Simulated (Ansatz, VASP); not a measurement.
# SiC in VASP and in Ansatz

```
Si C
1.0
     0.00000    2.17900    2.17900
     2.17900    0.00000    2.17900
     2.17900    2.17900    0.00000
Si C
1 1
Cartesian
  0.0000 0.0000 0.0000
  3.2685 3.2685 3.2685
```

Alike in both runs: task single point; functional PBE; k mesh 10 × 10 × 10; occupations gaussian, width 0.015 eV; no spin polarisation.

```csv
,VASP,Ansatz
version,VASP 6.6.1,Ansatz 0.2.0
potentials or method,"VASP PAW PBE potentials, release 64 (Si, C), cutoff 520 eV","all-electron LAPW, scalar-relativistic"
```

|  | VASP | Ansatz | Ansatz less VASP |
| --- | --- | --- | --- |
| gap on the k mesh at the Fermi level (eV) | 1.36 | 1.36 | +0.002 |
| least direct gap on the mesh (eV) | 4.54 | 4.55 | +0.005 |
| pressure (GPa) | 3.2 | 3.3 | +0.07 |

Ansatz ran all-electron here, and VASP with PAW potentials.
